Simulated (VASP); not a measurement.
# H4SO (F-43m) in VASP: notebook, part 2 of 2

VASP 6.6.1. The steps go on from the part before.

## Step 3: Relaxation of cell and atoms, PBE+D3(BJ), collinear spin, ferromagnetic start

Input file INCAR:

```
  PREC = Accurate
  ENCUT = 600
  EDIFF = 1E-6
  ISMEAR = 0
  SIGMA = 0.1
  LREAL = False
  LASPH = True
  NELM = 150
  ALGO = Fast
  ISIF = 3
  LWAVE = False
  LCHARG = False
  ISPIN = 2
  MAGMOM = 0 0 0 0 0 1
  LORBIT = 11
  GGA = PE
  IVDW = 12
  IBRION = 2
  NSW = 90
  EDIFFG = -0.04
```

Input file KPOINTS:

```
regular mesh
0
Gamma
  6 6 6
```

Input file POSCAR:

```
H4SO
1.0
    0.0000000000      3.0913985700      3.0913985700
    3.0913985700      0.0000000000      3.0913985700
    3.0913985700      3.0913985700      0.0000000000
H S O
4 1 1
Direct
    0.8772199700      0.3742600100      0.3742600100
    0.3742600100      0.3742600100      0.3742600100
    0.3742600100      0.8772199700      0.3742600100
    0.3742600100      0.3742600100      0.8772199700
    0.0000000000      0.0000000000      0.0000000000
    0.7500000000      0.7500000000      0.7500000000
```

Potentials or basis: VASP PAW PBE potentials, release 64 (H, S, O).

Command:

```sh
$ cat potpaw_PBE.64/H/POTCAR potpaw_PBE.64/S/POTCAR potpaw_PBE.64/O/POTCAR > POTCAR
$ mpirun -np 1 vasp_std > vasp.out
```

Run time: 13 min. Hardware: 1 thread of Oxide Virtual Turin-like, shared host; peak memory 0.25 GiB.

The run converged. Its results:

```
Free energy                                           : -16.1853 eV
Relaxed volume                                        : 6.29 Å³/atom
Relaxed cell                                          : a = 3.766 Å, b = 3.766 Å, c = 3.766 Å, α = 60.00°, β = 60.00°, γ = 60.00°
Space group after relaxing (to 0.1 Å)                 : F-43m (No. 216)
Pressure after relaxing                               : -0.1 GPa
Band gap on the k mesh                                : zero (filled and empty bands overlap)
Net moment                                            : 0.00 μB per cell
Valence electrons inside the program's atomic spheres : H 0.43; S 3.46; O 4.79
Dispersion energy per atom                            : -0.176 eV
```

Forces in eV/Å, atoms in the order of the input:
```
H    0.002 -0.002 -0.002
H    0.002  0.002  0.002
H   -0.002  0.002 -0.002
H   -0.002 -0.002  0.002
S    0.000  0.000  0.000
O    0.000  0.000  0.000
```

Final structure:
```
H S O
1.0
     0.00000    2.66273    2.66273
     2.66273    0.00000    2.66273
     2.66273    2.66273    0.00000
H S O
4 1 1
Direct
  0.74186 0.41938 0.41938
  0.41938 0.41938 0.41938
  0.41938 0.74186 0.41938
  0.41938 0.41938 0.74186
  0.00000 0.00000 0.00000
  0.75000 0.75000 0.75000
```

Levels at points of the mesh, in eV from the Fermi level:
Spin up:
```
           k point  band 4  band 5  band 6  band 7  band 8  band 9  band 10  band 11  band 12  band 13
(0.00, 0.00, 0.00)   -3.96   -3.96   -3.96   -1.72   -1.72   -1.72     2.89     2.89     2.89     9.24
(0.50, 0.00, 0.00)   -4.77   -4.77   -2.91   -1.13   -1.13    0.34     1.75     2.52     2.52    12.48
(0.50, 0.50, 0.00)   -6.32   -6.32   -5.08   -1.19    0.90    0.90     4.35     4.57     4.57     9.75
```
Spin down:
```
           k point  band 6  band 7  band 8  band 9  band 10  band 11
(0.00, 0.00, 0.00)   -3.96   -1.72   -1.72   -1.72     2.89     2.89
(0.50, 0.00, 0.00)   -2.91   -1.13   -1.13    0.34     1.75     2.52
(0.50, 0.50, 0.00)   -5.08   -1.19    0.90    0.90     4.35     4.57
```

Caveat: the volume moved by over 15 % at a fixed basis, so the end points are rough.

## Step 4: Single point, PBE+D3(BJ), collinear spin, ferromagnetic start

This run uses another cell than the first one, of 6.34 Å³/atom.

Input file INCAR:

```
SYSTEM = H4SO
ALGO = Fast
EDIFF = 1E-6
ENCUT = 520
GGA = PE
ISIF = 2
ISMEAR = 0
ISPIN = 2
IVDW = 12
LASPH = .True.
LCHARG = .True.
LELF = .True.
LORBIT = 11
LREAL = .False.
LVHAR = .True.
LWAVE = .False.
MAGMOM = 0 0 0 0 0 -0.25
NBANDS = 21
NELM = 150
PREC = Accurate
SIGMA = 0.1
```

Input file KPOINTS:

```
k-points
0
Gamma
  12 12 12
  0 0 0
```

Input file POSCAR:

```
H4SO
1.0
    0.0000000000      2.6692059485      2.6692059485
    2.6692059485      0.0000000000      2.6692059485
    2.6692059485      2.6692059485      0.0000000000
H S O
4 1 1
Direct
    0.5799981268      0.5799981268      0.2600056196
    0.5799981268      0.2600056196      0.5799981268
    0.2600056196      0.5799981268      0.5799981268
    0.5799981268      0.5799981268      0.5799981268
    0.0000000000      0.0000000000      0.0000000000
    0.2500000000      0.2500000000      0.2500000000
```

Command:

```sh
$ cat potpaw_PBE.64/H/POTCAR potpaw_PBE.64/S/POTCAR potpaw_PBE.64/O/POTCAR > POTCAR
$ mpirun -np 1 vasp_std > vasp.out
```

Wall time 2.8 min (1 thread of Oxide Virtual Turin-like, shared host); peak memory 0.21 GiB.

The run converged. Its results:

| Item | Value |
| --- | --- |
| Free energy | -16.1489 eV |
| Pressure | -0.3 GPa |
| Band gap on the k mesh | zero (filled and empty bands overlap) |
| Net moment | 0.00 μB per cell |
| Valence electrons inside the program's atomic spheres | H 0.43; S 3.46; O 4.80 |
| Dispersion energy per atom | -0.175 eV |

Levels at points of the mesh, in eV from the Fermi level:
Spin up:
```
           k point  band 6  band 7  band 8  band 9  band 10  band 11
(0.00, 0.00, 0.00)   -3.91   -1.71   -1.71   -1.71     2.88     2.88
(0.50, 0.00, 0.00)   -2.93   -1.11   -1.11    0.36     1.73     2.51
(0.50, 0.50, 0.00)   -5.03   -1.18    0.91    0.91     4.34     4.53
```
Spin down:
```csv
k point,band 5,band 6,band 7,band 8,band 9,band 10,band 11,band 12
"(0.00, 0.00, 0.00)",-3.91,-3.91,-1.71,-1.71,-1.71,2.88,2.88,2.88
"(0.50, 0.00, 0.00)",-4.72,-2.93,-1.11,-1.11,0.35,1.73,2.51,2.51
"(0.50, 0.50, 0.00)",-6.26,-5.03,-1.18,0.91,0.91,4.34,4.53,4.53
```

## Step 5: Relaxation of cell and atoms, PBE+D3(BJ), collinear spin, ferromagnetic start

This run uses another cell than the first one, of 6.31 Å³/atom.

Input file INCAR:

```
SYSTEM = H4SO
PREC     = Accurate       ! precision mode
ENCUT    = 600            ! plane-wave cutoff, eV
EDIFF    = 1E-6           ! SCF threshold, eV
ISMEAR   = 0              ! smearing method
SIGMA    = 0.1            ! smearing width, eV
LREAL    = .FALSE.        ! projectors in reciprocal space
LASPH    = .TRUE.         ! aspherical terms in the spheres
NELM     = 150            ! most SCF steps
ALGO     = Normal         ! electronic algorithm
ISIF     = 3              ! what is computed and relaxed
LWAVE    = .FALSE.        ! write WAVECAR
LCHARG   = .FALSE.        ! write CHGCAR
ISPIN    = 2              ! spin polarisation
MAGMOM   = 0 0 0 0 0 -0.25 ! initial moments
LORBIT   = 11             ! projections on sites
GGA      = PE             ! functional
IVDW     = 12             ! dispersion correction
IBRION   = 2              ! ionic algorithm
NSW      = 100            ! ionic steps
EDIFFG   = -0.01          ! ionic threshold
```

Input file KPOINTS:

```
regular mesh
0
G
  12 12 12
  0 0 0
```

Input file POSCAR:

```
H4SO
1.0
    0.0000000000      2.6653096508      2.6653096508
    2.6653096508      0.0000000000      2.6653096508
    2.6653096508      2.6653096508      0.0000000000
H S O
4 1 1
Direct
    0.5803995643      0.5803995643      0.2588013072
    0.5803995643      0.2588013072      0.5803995643
    0.2588013072      0.5803995643      0.5803995643
    0.5803995643      0.5803995643      0.5803995643
    0.0000000000      0.0000000000      0.0000000000
    0.2500000000      0.2500000000      0.2500000000
```

Command:

```sh
$ cat potpaw_PBE.64/H/POTCAR potpaw_PBE.64/S/POTCAR potpaw_PBE.64/O/POTCAR > POTCAR
$ mpirun -np 1 vasp_std > vasp.out
```

Run time: 2.5 min. Hardware: 1 thread of Oxide Virtual Turin-like, shared host; peak memory 0.21 GiB.

The run converged. Its results:

| Property | Result |
| --- | --- |
| Free energy | -16.1513 eV |
| Relaxed volume | 6.31 Å³/atom |
| Relaxed cell | a = 3.770 Å, b = 3.770 Å, c = 3.770 Å, α = 60.00°, β = 60.00°, γ = 60.00° |
| Space group after relaxing (to 0.1 Å) | F-43m (No. 216) |
| Energy gained by relaxing | 0.0 meV/atom |
| Ionic steps | 3 |
| Pressure after relaxing | 0.2 GPa |
| Band gap on the k mesh | zero (filled and empty bands overlap) |
| Net moment | 0.00 μB per cell |
| Valence electrons inside the program's atomic spheres | H 0.43; S 3.46; O 4.80 |
| Dispersion energy per atom | -0.176 eV |

Step by step:
```csv
step,energy change (eV),largest force (eV/Å),pressure (GPa),volume (Å³)
1,0.0000,0.0312,0.02,37.87
2,-0.0001,0.0127,0.12,37.87
3,-0.0002,0.0008,0.16,37.87
```

Final structure:
```
H S O
1.0
     0.00000    2.66546    2.66546
     2.66546    0.00000    2.66546
     2.66546    2.66546    0.00000
H S O
4 1 1
Direct
  0.58012 0.58012 0.25965
  0.58012 0.25965 0.58012
  0.25965 0.58012 0.58012
  0.58012 0.58012 0.58012
  0.00000 0.00000 0.00000
  0.25000 0.25000 0.25000
```

Levels at points of the mesh, in eV from the Fermi level:
Spin up:
```csv
k point,band 5,band 6,band 7,band 8,band 9,band 10,band 11,band 12
"(0.00, 0.00, 0.00)",-3.93,-3.93,-1.72,-1.72,-1.72,2.89,2.89,2.89
"(0.50, 0.00, 0.00)",-4.74,-2.93,-1.12,-1.12,0.35,1.74,2.52,2.52
"(0.50, 0.50, 0.00)",-6.29,-5.05,-1.18,0.92,0.92,4.35,4.55,4.55
```
Spin down:
```tsv
k point	band 4	band 5	band 6	band 7	band 8	band 9	band 10	band 11	band 12
(0.00, 0.00, 0.00)	-3.93	-3.93	-3.93	-1.72	-1.72	-1.72	2.89	2.89	2.89
(0.50, 0.00, 0.00)	-4.74	-4.74	-2.93	-1.12	-1.12	0.35	1.74	2.52	2.52
(0.50, 0.50, 0.00)	-6.29	-6.29	-5.05	-1.18	0.92	0.92	4.35	4.55	4.55
```

## Step 6: Summary

```csv
task,cell,k mesh,cutoff (eV),gap on the mesh (eV),pressure (GPa),moment (μB),relaxed volume (Å³/atom)
single point,"a = 4.372 Å, angles 60.0°, 6 atoms, atomic positions A",6 × 6 × 6,520,none,-19.2,1.74,-
relaxation of cell and atoms,"relaxed from a = 4.372 Å, angles 60.0°, 6 atoms, atomic positions A",6 × 6 × 6,600,none,-0.1,0.00,6.29
single point,"a = 3.775 Å, angles 60.0°, 6 atoms, atomic positions B",12 × 12 × 12,520,none,-0.3,0.00,-
relaxation of cell and atoms,"relaxed from a = 3.769 Å, angles 60.0°, 6 atoms, atomic positions C",12 × 12 × 12,600,none,0.2,0.00,6.31
```

Alike in all rows: level PBE+D3(BJ); potentials or basis VASP PAW PBE potentials, release 64 (H, S, O); spin collinear, ferromagnetic start; smearing gaussian 0.1 eV.

Caveats: the cell stands under tension (at least some runs); the volume moved by over 15 % at a fixed basis, so the end points are rough (at least some runs).

Absolute energies hang on the potentials; compare differences alone.
